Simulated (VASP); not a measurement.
# Pt in VASP: notebook

Runs on Pt. Level: r2SCAN. Tasks: electric field gradients.

All numbers are computed with VASP 6.6.1; they aren't measurements. Logs are shortened: lines on timing, memory, paths and dates and some standing lists are left out, and cuts for length are marked.

## (1) The cell of the first run

Symmetry: Fd-3m, No. 227, cubic system. The conventional cell has a = 5.390 Å, b = 5.390 Å, c = 5.390 Å, α = 90.00°, β = 90.00°, γ = 90.00°. Within 3.1 Å of Pt (site symmetry -43m) lie 4 Pt at 2.33 Å.

This isn't the form of Pt at room conditions, which is fcc.

## (2) Electric field gradients, r2SCAN

File POSCAR:

```
Pt
1.0
    0.0000000000      2.6951100335      2.6951100335
    2.6951100335      0.0000000000      2.6951100335
    2.6951100335      2.6951100335      0.0000000000
Pt
2
Direct
   -0.1250000000     -0.1250000000     -0.1250000000
    0.1250000000      0.1250000000      0.1250000000
```

File INCAR.step1:

```
PREC = Accurate ; ENCUT = 520
ISMEAR = -1 ; SIGMA = 0.05
LREAL = False ; LASPH = True
NELM = 60 ; NBANDS = 17
GGA = PE ; ALGO = Normal
EDIFF = 1E-4 ; LWAVE = True
LCHARG = False
```

File INCAR.step2:

```
PREC = Accurate ; ENCUT = 520
EDIFF = 1E-8 ; ISMEAR = -1
SIGMA = 0.05 ; LREAL = False
LASPH = True ; NELM = 60
ALGO = Normal ; ISIF = 2
LWAVE = False ; LCHARG = False
METAGGA = R2SCAN ; LMIXTAU = True
LEFG = True ; NBANDS = 17
ISTART = 1
```

File KPOINTS:

```
Automatic mesh
0
Gamma
  10 10 10
```

Potentials or basis: VASP PAW PBE potentials, release 64 (Pt).

On the command line:

```bash
$ cat potpaw_PBE.64/Pt/POTCAR > POTCAR
$ cp INCAR.step1 INCAR
$ mpirun -np 1 vasp_std > vasp.out
$ cp INCAR.step2 INCAR
$ mpirun -np 1 vasp_std > vasp.out
```

OUTCAR:

```text
PREC = Accurate
   ENCUT = 520
   EDIFF = 1E-8
   ISMEAR = -1
   LREAL = False
   LASPH = True
   NELM = 60
   ISIF = 2
   METAGGA = R2SCAN
   ISTART = 1

 ion  position               nearest neighbor table
   1  0.875  0.875  0.875-   2 2.33   2 2.33   2 2.33   2 2.33
   2  0.125  0.125  0.125-   1 2.33   1 2.33   1 2.33   1 2.33

  LATTYP: Found a face centered cubic cell.
 ALAT       =     5.3902200670

  Lattice vectors:

 A1 = (   0.0000000000,   2.6951100335,   2.6951100335)
 A2 = (   2.6951100335,   0.0000000000,   2.6951100335)
 A3 = (   2.6951100335,   2.6951100335,   0.0000000000)

Analysis of symmetry for initial positions (statically):
=====================================================================
 Subroutine PRICEL returns:
 Original cell was already a primitive cell.

 Routine SETGRP: Setting up the symmetry group for a
 face centered cubic supercell.

 Subroutine GETGRP returns: Found 48 space group operations
 (whereof 12 operations were pure point group operations)
 out of a pool of 48 trial point group operations.

The static configuration has the point symmetry D_3d.
 The point group associated with its full space group is O_h .

Analysis of symmetry for dynamics (positions and initial velocities):
=====================================================================
 Subroutine PRICEL returns:
 Original cell was already a primitive cell.

 Routine SETGRP: Setting up the symmetry group for a
 face centered cubic supercell.

 Subroutine GETGRP returns: Found 48 space group operations
 (whereof 12 operations were pure point group operations)
 out of a pool of 48 trial point group operations.

The dynamic configuration has the point symmetry D_3d.
 The point group associated with its full space group is O_h .

 Subroutine INISYM returns: Found 48 space group operations
 (whereof 12 operations are pure point group operations),
 and found     1 'primitive' translations

----------------------------------------------------------------------------------------

                                     Primitive cell

  volume of cell :      39.1525

  direct lattice vectors                    reciprocal lattice vectors
     0.000000000  2.695110033  2.695110033    -0.185521182  0.185521182  0.185521182
     2.695110033  0.000000000  2.695110033     0.185521182 -0.185521182  0.185521182
     2.695110033  2.695110033  0.000000000     0.185521182  0.185521182 -0.185521182

  length of vectors
     3.811461161  3.811461161  3.811461161     0.321332114  0.321332114  0.321332114

  position of ions in fractional coordinates (direct lattice)
     0.875000000  0.875000000  0.875000000
     0.125000000  0.125000000  0.125000000

  ion indices of the primitive-cell ions
   primitive index   ion index
                 1           1
                 2           2

----------------------------------------------------------------------------------------

 KPOINTS: Automatic mesh

Automatic generation of k-mesh.
 Grid dimensions read from file:
 generate k-points for:   10   10   10

 Generating k-lattice:

  Cartesian coordinates                     Fractional coordinates (reciprocal lattice)
    -0.018552118  0.018552118  0.018552118     0.100000000  0.000000000  0.000000000
     0.018552118 -0.018552118  0.018552118     0.000000000  0.100000000  0.000000000
     0.018552118  0.018552118 -0.018552118     0.000000000  0.000000000  0.100000000

  Length of vectors
     0.032133211  0.032133211  0.032133211

  Shift w.r.t. Gamma in fractional coordinates (k-lattice)
     0.000000000  0.000000000  0.000000000

 Subroutine IBZKPT returns following result:
 ===========================================

 Found     47 irreducible k-points:

 Following reciprocal coordinates:
            Coordinates               Weight
  0.000000  0.000000  0.000000      1.000000
  0.100000  0.000000  0.000000      8.000000
  0.200000  0.000000  0.000000      8.000000
  0.300000  0.000000  0.000000      8.000000
  0.400000  0.000000  0.000000      8.000000
  0.500000  0.000000  0.000000      4.000000
[... 16 lines left out ...]
  0.300000  0.300000  0.000000      6.000000
  0.400000  0.300000  0.000000     24.000000
 [... further k-points ...]
   k-points           NKPTS =     47   k-points in BZ     NKDIM =     47   number of bands    NBANDS=     17
   number of dos      NEDOS =    301   number of ions     NIONS =      2
   total plane-waves  NPLWV =  21952
   dimension x,y,z NGX =    28 NGY =   28 NGZ =   28
   dimension x,y,z NGXF=    56 NGYF=   56 NGZF=   56
   ions per type =               2
   NGX,Y,Z   is equivalent  to a cutoff of  12.21, 12.21, 12.21 a.u.
   NGXF,Y,Z  is equivalent  to a cutoff of  24.43, 24.43, 24.43 a.u.
 SYSTEM =  unknown system
   PREC   = accura    normal or accurate (medium, high low for compatibility)
   ISTART =      1    job   : 0-new  1-cont  2-samecut
   ICHARG =      0    charge: 1-file 2-atom 10-const
   ISPIN  =      1    spin polarized calculation?
   LNONCOLLINEAR =      F non collinear calculations
   LSORBIT =      F    spin-orbit coupling
   LASPH  =      T    aspherical Exc in radial PAW
   ENCUT  =  520.0 eV  38.22 Ry    6.18 a.u.   7.09  7.09  7.09*2*pi/ulx,y,z
   NELM   =     60;   NELMIN=  2; NELMDL=  0     # of ELM steps
   EDIFF  = 0.1E-07   stopping-criterion for ELM
   LREAL  =      F    real-space projection
   EDIFFG = 0.1E-06   stopping-criterion for IOM
   NSW    =      0    number of steps for IOM
   IBRION =     -1    ionic relax: 0-MD 1-quasi-New 2-CG
   NFREE  =      0    steps in history (QN), initial steepest desc. (CG)
   ISIF   =      2    stress and relaxation
   ISYM   =      2    0-nonsym 1-usesym 2-fastsym
   POTIM  = 0.5000    time-step for ionic-motion
   TEBEG  =    0.0;   TEEND  =   0.0 temperature during run
   PSTRESS=    0.0 pullay stress
   NELECT =      20.0000    total number of electrons
   NUPDOWN=      -1.0000    fix difference up-down
   EMIN   =  10.00;   EMAX   =-10.00  energy-range for DOS
   EFERMI =   0.00;   METHOD = LEGACY
   ISMEAR =    -1;   SIGMA  =   0.05  broadening in eV -4-tet -1-fermi 0-gaus
   EFERMI_NEDOS =   21; number of points for ismear=-14 and -15
   IALGO  =     38    algorithm
   IMIX   =      4    mixing-type and parameters
     AMIX     =   0.40;   BMIX     =  1.00
     AMIX_MAG =   1.60;   BMIX_MAG =  1.00
  volume/ion in A,a.u.               =      19.58       132.11
  Fermi-wavevector in a.u.,A,eV,Ry     =   1.308675  2.473036 23.301734  1.712629
  Thomas-Fermi vector in A             =   2.439325
   LORBIT       =      0    0 simple, 1 ext, 2 COOP (PROOUT), +10 PAW based schemes
   METAGGA = R2SCAN    functional components
   LHFCALC =     F    Hartree Fock is set to
   AEXX    =    0.0000 exact exchange contribution
   IVDW    =     0    specifies the selected vdW correction
   LEPSILON=     F    determine dielectric tensor
   LRPA    =     F    only Hartree local field effects (RPA)
 non-spin polarized calculation
  energy-cutoff  :      520.00
  volume of cell :       39.15
 maximum number of plane-waves:      1073
   NGX = 15   NGY = 15   NGZ = 15

 number of electron      19.9999997 magnetization

 Free energy of the ion-electron system (eV)
  ---------------------------------------------------
  ext. energy  EPLUGINS =         0.00000000
  ---------------------------------------------------
  free energy    TOTEN  =      -100.04719157 eV

  energy without entropy =     -100.01979190  energy(sigma->0) =     -100.03349174

 E-fermi :   7.7677     XC(G=0): -12.4406

 val. band max:        7.7450202343   @ k =  -0.4000   0.3000   0.0000
 cond. band min:       7.7854783409   @ k =  -0.4000   0.4000   0.1000
 fundamental gap:      0.0404581066
 Fermi energy:         7.7677369852

 k-point     1 :       0.0000    0.0000    0.0000
  band No.  band energies     occupation
      1      -1.1830      2.00000
      2       1.4364      2.00000
      3       1.4364      2.00000
      4       1.8736      2.00000
      5       1.8736      2.00000
      6       1.8736      2.00000
[... 9 lines left out ...]
     16      21.1940      0.00000
     17      22.5215      0.00000

 k-point     2 :       0.1000    0.0000    0.0000
  band No.  band energies     occupation
      1      -0.9952      2.00000
      2       1.3149      2.00000
      3       1.3149      2.00000
      4       1.8538      2.00000
      5       2.0614      2.00000
      6       2.0614      2.00000
[... 9 lines left out ...]
     16      20.8260      0.00000
     17      22.0387      0.00000

 k-point     3 :       0.2000    0.0000    0.0000
  band No.  band energies     occupation
      1      -0.4751      2.00000
      2       1.2086      2.00000
      3       1.2086      2.00000
      4       1.8064      2.00000
      5       2.2982      2.00000
      6       2.2982      2.00000
[... 9 lines left out ...]
     16      21.6304      0.00000
     17      22.1668      0.00000

 k-point     4 :       0.3000    0.0000    0.0000
  band No.  band energies     occupation
      1       0.2197      2.00000
      2       1.2427      2.00000
      3       1.2427      2.00000
      4       1.7459      2.00000
      5       2.3180      2.00000
      6       2.3180      2.00000
[... 9 lines left out ...]
     16      22.1458      0.00000
     17      22.4377      0.00000
[... 343 lines left out ...]
      1       0.4727      2.00000
      2       0.9292      2.00000
      3       1.4545      2.00000
      4       1.6855      2.00000
      5       2.0575      2.00000
      6       3.0193      2.00000
[... 9 lines left out ...]
     16      21.5643      0.00000
     17      22.8411      0.00000

 k-point    23 :       0.3000    0.3000    0.0000
  band No.  band energies     occupation
      1       0.5516      2.00000
      2       0.9018      2.00000
      3       1.7289      2.00000
      4       1.7289      2.00000
      5       2.5210      2.00000
      6       2.6294      2.00000
[... 9 lines left out ...]
     16      19.2031      0.00000
     17      24.8801      0.00000

 k-point    24 :       0.4000    0.3000    0.0000
  band No.  band energies     occupation
      1       0.5724      2.00000
      2       1.4499      2.00000
      3       1.5141      2.00000
      4       1.6651      2.00000
      5       2.5881      2.00000
      6       2.8359      2.00000
[... 9 lines left out ...]
     16      19.6961      0.00000
     17      25.4841      0.00000

 [... further k-points ...]

------------------------ aborting loop because EDIFF is reached ----------------------------------------

  FORCE on cell =-STRESS in cart. coord.  units (eV):
  Direction    XX          YY          ZZ          XY          YZ          ZX
  --------------------------------------------------------------------------------------
  -------------------------------------------------------------------------------------
  Total        9.0021384      9.0021384      9.0021384      0.0000000     -0.0000000     -0.0000000
  in kB      368.3806141    368.3806141    368.3806141      0.0000000     -0.0000000     -0.0000000
  external PRESSURE =     368.3806141 kB  Pullay stress =       0.0000000 kB

 VOLUME and BASIS-vectors are now :
 -----------------------------------------------------------------------------
  energy-cutoff  :      520.00
  volume of cell :       39.15
      direct lattice vectors                 reciprocal lattice vectors
     0.000000000  2.695110033  2.695110033    -0.185521182  0.185521182  0.185521182
     2.695110033  0.000000000  2.695110033     0.185521182 -0.185521182  0.185521182
     2.695110033  2.695110033  0.000000000     0.185521182  0.185521182 -0.185521182

 POSITION                                       TOTAL-FORCE (eV/Angst)
 -----------------------------------------------------------------------------------
      4.71644      4.71644      4.71644         0.000000      0.000000      0.000000
      0.67378      0.67378      0.67378        -0.000000     -0.000000     -0.000000
 -----------------------------------------------------------------------------------
    total drift:                                0.000000     -0.000000     -0.000000

  FREE ENERGIE OF THE ION-ELECTRON SYSTEM (eV)
  ---------------------------------------------------
  free  energy   TOTEN  =      -100.0471915740 eV

  energy  without entropy=     -100.0197918991  energy(sigma->0) =     -100.03349174

 Electric field gradients (V/A^2)
---------------------------------------------------------------------
 ion       V_xx      V_yy      V_zz      V_xy      V_xz      V_yz
---------------------------------------------------------------------
   1      -0.000     0.000     0.000    -0.000    -0.000    -0.000
   2      -0.000     0.000     0.000    -0.000    -0.000    -0.000
---------------------------------------------------------------------

 Electric field gradients after diagonalization (V/A^2)
 (convention: |V_zz| > |V_xx| > |V_yy|)
----------------------------------------------------------------------
 ion       V_xx      V_yy      V_zz     asymmetry (V_yy - V_xx)/ V_zz
----------------------------------------------------------------------
   1       0.000     0.000    -0.001       0.000
   2       0.000     0.000    -0.001       0.000
----------------------------------------------------------------------

           NMR quadrupolar parameters

 Cq : quadrupolar parameter    Cq=e*Q*V_zz/h
 eta: asymmetry parameters     (V_yy - V_xx)/ V_zz
 Q  : nuclear electric quadrupole moment in mb (millibarn)
----------------------------------------------------------------------
 ion       Cq(MHz)       eta       Q (mb)
----------------------------------------------------------------------
   1      -0.000       0.000       1.000
   2      -0.000       0.000       1.000
----------------------------------------------------------------------
```

It took 2.2 min on 1 thread of Intel Xeon Platinum 8488C (Sapphire Rapids), shared host; peak memory 0.18 GiB.

Results:

```yaml
Free_energy: -100.0472 eV
Pressure: 36.8 GPa
Band_gap_on_the_k_mesh: zero (bands 10 and 11 overlap by 0.79 eV)
Largest_electric_field_gradient_by_atom: under 0.05 V/Å² on every atom
```

Levels at points of the mesh, in eV from the Fermi level:
| k point | band 6 | band 7 | band 8 | band 9 | band 10 | band 11 | band 12 | band 13 | band 14 | band 15 |
| --- | --- | --- | --- | --- | --- | --- | --- | --- | --- | --- |
| (0.00, 0.00, 0.00) | -5.89 | -2.63 | -2.63 | -2.63 | -0.06 | -0.06 | 11.78 | 11.94 | 13.43 | 13.43 |
| (0.50, 0.00, 0.00) | -5.89 | -2.24 | -1.93 | -1.93 | -0.57 | -0.57 | 0.93 | 9.40 | 9.40 | 10.38 |
| (0.50, 0.50, 0.00) | -4.45 | -3.55 | -3.55 | -0.22 | -0.22 | 1.55 | 1.55 | 3.99 | 3.99 | 10.83 |

Caveat: the cell stands under pressure; the PAW data sets were made with another functional, which shifts forces and pressure a little; spin-orbit coupling is left out, which moves the levels of the heavy elements.

[end of part 1 of 2]

The gap in the log of VASP goes by the Fermi energy; the results here count the filled bands.